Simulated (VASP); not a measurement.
# RuW2 (I4/mmm) in VASP: further runs

Runs on RuW2. Level: PBE. Tasks: single point.

All numbers are computed with VASP 6.6.1; they aren't measurements. Logs are shortened: lines on timing, memory, paths and dates and some standing lists are left out, and cuts for length are marked.

## Step 1: The cell of the first run

The structure is tetragonal, space group I4/mmm (No. 139). The conventional cell has a = 3.165 Å, b = 3.165 Å, c = 9.340 Å, α = 90.00°, β = 90.00°, γ = 90.00°. Ru (site symmetry 4/mmm) has 10 W at 2.75 to 3.07 Å and 4 Ru at 3.17 Å within 3.6 Å. Within 3.5 Å of W (site symmetry 4mm) lie 9 W at 2.68 to 3.19 Å and 5 Ru at 2.75 to 3.07 Å.

## Step 2: Single point, PBE

INCAR

```
SYSTEM = RuW2
ALGO     = Normal         ! electronic algorithm
EDIFF    = 1E-6           ! SCF threshold, eV
ENCUT    = 500            ! plane-wave cutoff, eV
GGA      = PE             ! functional
GGA_COMPAT= .False.      
ISIF     = 2              ! what is computed and relaxed
ISMEAR   = 0              ! smearing method
LASPH    = .True.         ! aspherical terms in the spheres
LCHARG   = .False.        ! write CHGCAR
LREAL    = .False.        ! projectors in reciprocal space
LWAVE    = .False.        ! write WAVECAR
NBANDS   = 28             ! bands
NELM     = 120            ! most SCF steps
PREC     = Accurate       ! precision mode
SIGMA    = 0.1            ! smearing width, eV
```

KPOINTS

```
k-points
0
Gamma
  6 6 6
  0 0 0
```

POSCAR

```
RuW2
1.0
   -1.5825939929      1.5825939929      4.6697786145
    1.5825939929     -1.5825939929      4.6697786145
    1.5825939929      1.5825939929     -4.6697786145
Ru W
1 2
Direct
    0.0000000000      0.0000000000      0.0000000000
    0.6709813397      0.6709813397      0.0000000000
    0.3290186603      0.3290186603      0.0000000000
```

Potentials or basis: VASP PAW PBE potentials, release 64 (Ru_pv, W_sv).

On the command line:

```sh
> cat potpaw_PBE.64/Ru_pv/POTCAR potpaw_PBE.64/W_sv/POTCAR > POTCAR
> mpirun -np 1 vasp_std > vasp.out
```

OUTCAR:

```text
SYSTEM = RuW2
   EDIFF = 1E-6
   ENCUT = 500
   GGA = PE
   ISIF = 2
   ISMEAR = 0
   LASPH = .True.
   LREAL = .False.
   NELM = 120
   PREC = Accurate

 ion  position               nearest neighbor table
   1  0.000  0.000  0.000-   2 2.75   3 2.75   2 2.75   3 2.75   2 2.75   3 2.75   3 2.75   2 2.75
                             2 3.07   3 3.07
   2  0.671  0.671  0.000-   3 2.68   3 2.68   3 2.68   3 2.68   1 2.75   1 2.75   1 2.75   1 2.75
                             1 3.07   3 3.19
   3  0.329  0.329  0.000-   2 2.68   2 2.68   2 2.68   2 2.68   1 2.75   1 2.75   1 2.75   1 2.75
                             1 3.07   2 3.19

  LATTYP: Found a body centered tetragonal cell.
 ALAT       =     3.1651879858
 C/A-ratio  =     2.9507117021

  Lattice vectors:

 A1 = (  -1.5825939929,   1.5825939929,   4.6697786145)
 A2 = (   1.5825939929,  -1.5825939929,   4.6697786145)
 A3 = (   1.5825939929,   1.5825939929,  -4.6697786145)

Analysis of symmetry for initial positions (statically):
=====================================================================
 Subroutine PRICEL returns:
 Original cell was already a primitive cell.

 Routine SETGRP: Setting up the symmetry group for a
 body centered tetragonal supercell.

 Subroutine GETGRP returns: Found 16 space group operations
 (whereof 16 operations were pure point group operations)
 out of a pool of 16 trial point group operations.

The static configuration has the point symmetry D_4h.

Analysis of symmetry for dynamics (positions and initial velocities):
=====================================================================
 Subroutine PRICEL returns:
 Original cell was already a primitive cell.

 Routine SETGRP: Setting up the symmetry group for a
 body centered tetragonal supercell.

 Subroutine GETGRP returns: Found 16 space group operations
 (whereof 16 operations were pure point group operations)
 out of a pool of 16 trial point group operations.

The dynamic configuration has the point symmetry D_4h.

 Subroutine INISYM returns: Found 16 space group operations
 (whereof 16 operations are pure point group operations),
 and found     1 'primitive' translations

----------------------------------------------------------------------------------------

                                     Primitive cell

  volume of cell :      46.7838

  direct lattice vectors                    reciprocal lattice vectors
    -1.582593993  1.582593993  4.669778615     0.000000000  0.315937001  0.107071457
     1.582593993 -1.582593993  4.669778615     0.315937001  0.000000000  0.107071457
     1.582593993  1.582593993 -4.669778615     0.315937001  0.315937001  0.000000000

  length of vectors
     5.178420589  5.178420589  5.178420589     0.333587298  0.333587298  0.446802392

  position of ions in fractional coordinates (direct lattice)
     0.000000000  0.000000000  0.000000000
     0.670981340  0.670981340  0.000000000
     0.329018660  0.329018660  0.000000000

  ion indices of the primitive-cell ions
   primitive index   ion index
                 1           1
                 2           2
                 3           3

----------------------------------------------------------------------------------------

 KPOINTS: k-points

Automatic generation of k-mesh.
 Grid dimensions read from file:
 generate k-points for:    6    6    6

 Generating k-lattice:

  Cartesian coordinates                     Fractional coordinates (reciprocal lattice)
     0.000000000  0.052656167  0.017845243     0.166666667  0.000000000  0.000000000
     0.052656167  0.000000000  0.017845243     0.000000000  0.166666667  0.000000000
     0.052656167  0.052656167  0.000000000     0.000000000  0.000000000  0.166666667

  Length of vectors
     0.055597883  0.055597883  0.074467065

  Shift w.r.t. Gamma in fractional coordinates (k-lattice)
     0.000000000  0.000000000  0.000000000

 Subroutine IBZKPT returns following result:
 ===========================================

 Found     30 irreducible k-points:

 Following reciprocal coordinates:
            Coordinates               Weight
  0.000000  0.000000  0.000000      1.000000
  0.166667  0.000000  0.000000      8.000000
  0.333333  0.000000 -0.000000      8.000000
  0.500000  0.000000  0.000000      4.000000
  0.166667  0.166667  0.000000      8.000000
  0.333333  0.166667 -0.000000     16.000000
[... 16 lines left out ...]
 -0.333333 -0.333333  0.166667      8.000000
 -0.166667 -0.333333  0.166667      8.000000
 [... further k-points ...]
   k-points           NKPTS =     30   k-points in BZ     NKDIM =     30   number of bands    NBANDS=     28
   number of dos      NEDOS =    301   number of ions     NIONS =      3
   total plane-waves  NPLWV =  64000
   dimension x,y,z NGX =    40 NGY =   40 NGZ =   40
   dimension x,y,z NGXF=    80 NGYF=   80 NGZF=   80
   ions per type =               1   2
   NGX,Y,Z   is equivalent  to a cutoff of  12.84, 12.84, 12.84 a.u.
   NGXF,Y,Z  is equivalent  to a cutoff of  25.68, 25.68, 25.68 a.u.
 SYSTEM =  RuW2
   PREC   = accura    normal or accurate (medium, high low for compatibility)
   ISTART =      0    job   : 0-new  1-cont  2-samecut
   ICHARG =      2    charge: 1-file 2-atom 10-const
   ISPIN  =      1    spin polarized calculation?
   LNONCOLLINEAR =      F non collinear calculations
   LSORBIT =      F    spin-orbit coupling
   LASPH  =      T    aspherical Exc in radial PAW
   ENCUT  =  500.0 eV  36.75 Ry    6.06 a.u.   9.44  9.44  9.44*2*pi/ulx,y,z
   NELM   =    120;   NELMIN=  2; NELMDL= -5     # of ELM steps
   EDIFF  = 0.1E-05   stopping-criterion for ELM
   LREAL  =      F    real-space projection
   EDIFFG = 0.1E-04   stopping-criterion for IOM
   NSW    =      0    number of steps for IOM
   IBRION =     -1    ionic relax: 0-MD 1-quasi-New 2-CG
   NFREE  =      0    steps in history (QN), initial steepest desc. (CG)
   ISIF   =      2    stress and relaxation
   ISYM   =      2    0-nonsym 1-usesym 2-fastsym
   POTIM  = 0.5000    time-step for ionic-motion
   TEBEG  =    0.0;   TEEND  =   0.0 temperature during run
   PSTRESS=    0.0 pullay stress
   NELECT =      42.0000    total number of electrons
   NUPDOWN=      -1.0000    fix difference up-down
   EMIN   =  10.00;   EMAX   =-10.00  energy-range for DOS
   EFERMI =   0.00;   METHOD = LEGACY
   ISMEAR =     0;   SIGMA  =   0.10  broadening in eV -4-tet -1-fermi 0-gaus
   EFERMI_NEDOS =   21; number of points for ismear=-14 and -15
   IALGO  =     38    algorithm
   IMIX   =      4    mixing-type and parameters
     AMIX     =   0.40;   BMIX     =  1.00
     AMIX_MAG =   1.60;   BMIX_MAG =  1.00
  volume/ion in A,a.u.               =      15.59       105.24
  Fermi-wavevector in a.u.,A,eV,Ry     =   1.579281  2.984409 33.934691  2.494129
  Thomas-Fermi vector in A             =   2.679684
   LORBIT       =      0    0 simple, 1 ext, 2 COOP (PROOUT), +10 PAW based schemes
   GGA     = PE    functional components
   LHFCALC =     F    Hartree Fock is set to
   AEXX    =    0.0000 exact exchange contribution
   IVDW    =     0    specifies the selected vdW correction
   LEPSILON=     F    determine dielectric tensor
   LRPA    =     F    only Hartree local field effects (RPA)
 non-spin polarized calculation
 Gauss-broadening in eV      SIGMA  =   0.10
  energy-cutoff  :      500.00
  volume of cell :       46.78
 maximum number of plane-waves:      1206
 NGX is ok and might be reduce to    40
   NGX = 19   NGY = 19   NGZ = 19

 number of electron      41.9999999 magnetization

 Free energy of the ion-electron system (eV)
  ---------------------------------------------------
  ext. energy  EPLUGINS =         0.00000000
  ---------------------------------------------------
  free energy    TOTEN  =       -34.38583477 eV

  energy without entropy =      -34.36926273  energy(sigma->0) =      -34.37754875

 E-fermi :  11.5447     XC(G=0): -13.5784

 val. band max:       11.5140577312   @ k =   0.5000   0.5000   0.3333
 cond. band min:      11.5600086224   @ k =   0.1667   0.1667   0.0000
 fundamental gap:      0.0459508912
 Fermi energy:        11.5446913710

 k-point     1 :       0.0000    0.0000    0.0000
  band No.  band energies     occupation
      1     -62.7304      2.00000
      2     -62.5739      2.00000
      3     -31.6018      2.00000
      4     -31.5947      2.00000
      5     -31.5947      2.00000
      6     -27.1975      2.00000
[... 20 lines left out ...]
     27      14.9405      0.00000
     28      15.6153      0.00000

 k-point     2 :       0.1667    0.0000    0.0000
  band No.  band energies     occupation
      1     -62.7179      2.00000
      2     -62.5823      2.00000
      3     -31.6241      2.00000
      4     -31.6009      2.00000
      5     -31.5906      2.00000
      6     -27.2021      2.00000
[... 20 lines left out ...]
     27      15.7985      0.00000
     28      15.9759      0.00000

 k-point     3 :       0.3333    0.0000   -0.0000
  band No.  band energies     occupation
      1     -62.6851      2.00000
      2     -62.6066      2.00000
      3     -31.6814      2.00000
      4     -31.5984      2.00000
      5     -31.5823      2.00000
      6     -27.2615      2.00000
[... 20 lines left out ...]
     27      15.8096      0.00000
     28      15.9158      0.00000

 k-point     4 :       0.5000    0.0000    0.0000
  band No.  band energies     occupation
      1     -62.6457      2.00000
      2     -62.6418      2.00000
      3     -31.7094      2.00000
      4     -31.5967      2.00000
      5     -31.5781      2.00000
      6     -27.3037      2.00000
[... 20 lines left out ...]
     27      14.8976      0.00000
     28      15.1625      0.00000

 k-point     5 :       0.1667    0.1667    0.0000
  band No.  band energies     occupation
      1     -62.7063      2.00000
      2     -62.5897      2.00000
      3     -31.6210      2.00000
      4     -31.6194      2.00000
      5     -31.5969      2.00000
      6     -27.2051      2.00000
[... 20 lines left out ...]
     27      14.8250      0.00000
     28      16.4752      0.00000

 k-point     6 :       0.3333    0.1667   -0.0000
  band No.  band energies     occupation
      1     -62.6769      2.00000
      2     -62.6105      2.00000
      3     -31.6783      2.00000
      4     -31.6127      2.00000
      5     -31.5914      2.00000
      6     -27.2602      2.00000
[... 463 lines left out ...]
      5     -31.5890      2.00000
      6     -27.2679      2.00000
[... 20 lines left out ...]
     27      15.2264      0.00000
     28      16.0714      0.00000

 k-point    22 :      -0.1667    0.5000    0.1667
  band No.  band energies     occupation
      1     -62.6832      2.00000
      2     -62.6086      2.00000
      3     -31.6809      2.00000
      4     -31.5947      2.00000
      5     -31.5825      2.00000
      6     -27.2888      2.00000
[... 20 lines left out ...]
     27      14.9392      0.00000
     28      15.3267      0.00000

 k-point    23 :      -0.3333   -0.3333    0.1667
  band No.  band energies     occupation
      1     -62.7045      2.00000
      2     -62.5915      2.00000
      3     -31.6219      2.00000
      4     -31.6192      2.00000
      5     -31.5923      2.00000
      6     -27.1727      2.00000
[... 20 lines left out ...]
     27      14.8861      0.00000
     28      15.0545      0.00000

 k-point    24 :      -0.1667   -0.3333    0.1667
  band No.  band energies     occupation
      1     -62.7164      2.00000
      2     -62.5839      2.00000
      3     -31.6242      2.00000
      4     -31.5964      2.00000
      5     -31.5911      2.00000
      6     -27.1808      2.00000
[... 20 lines left out ...]
     27      14.9850      0.00000
     28      15.8668      0.00000

 [... further k-points ...]

------------------------ aborting loop because EDIFF is reached ----------------------------------------

  FORCE on cell =-STRESS in cart. coord.  units (eV):
  Direction    XX          YY          ZZ          XY          YZ          ZX
  --------------------------------------------------------------------------------------
  -------------------------------------------------------------------------------------
  Total        0.1013257      0.1013257      0.1562913      0.0000000     -0.0000000      0.0000000
  in kB        3.4700443      3.4700443      5.3524174      0.0000000     -0.0000000      0.0000000
  external PRESSURE =       4.0975020 kB  Pullay stress =       0.0000000 kB

 VOLUME and BASIS-vectors are now :
 -----------------------------------------------------------------------------
  energy-cutoff  :      500.00
  volume of cell :       46.78
      direct lattice vectors                 reciprocal lattice vectors
    -1.582593993  1.582593993  4.669778615     0.000000000  0.315937001  0.107071457
     1.582593993 -1.582593993  4.669778615     0.315937001  0.000000000  0.107071457
     1.582593993  1.582593993 -4.669778615     0.315937001  0.315937001  0.000000000

 POSITION                                       TOTAL-FORCE (eV/Angst)
 -----------------------------------------------------------------------------------
      0.00000      0.00000      0.00000        -0.000000     -0.000000      0.000000
      0.00000      0.00000      6.26667        -0.000000     -0.000000     -0.012464
      0.00000      0.00000      3.07289         0.000000      0.000000      0.012464
 -----------------------------------------------------------------------------------
    total drift:                                0.000000      0.000000     -0.000000

  FREE ENERGIE OF THE ION-ELECTRON SYSTEM (eV)
  ---------------------------------------------------
  free  energy   TOTEN  =       -34.3858347698 eV

  energy  without entropy=      -34.3692627324  energy(sigma->0) =      -34.37754875
```

Wall time 57 s (1 thread of AMD EPYC 9R45 (Zen 5), shared host); peak memory 0.21 GiB.

Results:

| Quantity | Value |
| --- | --- |
| Free energy | -34.3858 eV |
| Pressure | 0.4 GPa |
| Largest force | 0.012 eV/Å |
| Band gap on the k mesh | zero (bands 21 and 22 overlap by 1.22 eV) |

Forces on the atoms (eV/Å):
```
Ru   0.000  0.000  0.000
W    0.000  0.000 -0.012
W    0.000  0.000  0.012
```

Levels at points of the mesh, in eV from the Fermi level:
```tsv
k point	band 19	band 20	band 21	band 22	band 23	band 24
(0.00, 0.00, 0.00)	-2.22	-0.10	-0.10	0.71	0.81	0.81
(0.50, 0.00, 0.00)	-2.09	-1.08	0.45	0.49	0.78	0.89
(0.50, 0.50, 0.00)	-2.07	-0.20	0.05	0.56	1.80	2.78
(0.50, 0.50, 0.50)	-1.72	-1.16	-1.16	-0.38	-0.31	1.09
```

Caveat: spin-orbit coupling is left out, which moves the levels of the heavy elements.

## Step 3: Single point, PBE

This run uses another cell than the first one, of 15.80 Å³/atom.

INCAR

```
PREC = Accurate ; ENCUT = 500
EDIFF = 1E-6 ; ISMEAR = 0
SIGMA = 0.1 ; LREAL = F
LASPH = T ; NELM = 120
ALGO = Normal ; ISIF = 2
LWAVE = F ; LCHARG = F
GGA = PE ; NBANDS = 28
GGA_COMPAT = F
```

KPOINTS

```
Automatic mesh
0
Gamma
  6 6 6
```

POSCAR

```
RuW2
1.0
   -1.9330713685      1.9330713685      3.1704358178
    1.9330713685     -1.9330713685      3.1704358178
    1.9330713685      1.9330713685     -3.1704358178
Ru W
1 2
Direct
    0.0000000000      0.0000000000      0.0000000000
    0.5930000000      0.5930000000      0.0000000000
    0.4070000000      0.4070000000      0.0000000000
```

Potentials or basis: VASP PAW PBE potentials, release 64 (Ru_pv, W_sv).

On the command line:

```sh
> cat potpaw_PBE.64/Ru_pv/POTCAR potpaw_PBE.64/W_sv/POTCAR > POTCAR
> mpirun -np 1 vasp_std > vasp.out
```

Wall time 36 s (1 thread of AMD EPYC 9R45 (Zen 5), shared host); peak memory 0.16 GiB.

The run converged, but its numbers aren't listed here, since they failed a check.

Caveat: atoms lie so close that the PAW spheres overlap strongly, which falsifies energies and pressures; the stress differs along the axes, from 18 to 2409 GPa; spin-orbit coupling is left out, which moves the levels of the heavy elements; forces of over 1 eV/Å act on the atoms, so gaps and moduli don't describe the material at rest.

(Continued in part 2 of 2.)

The gap in the log of VASP goes by the Fermi energy; the results here count the filled bands.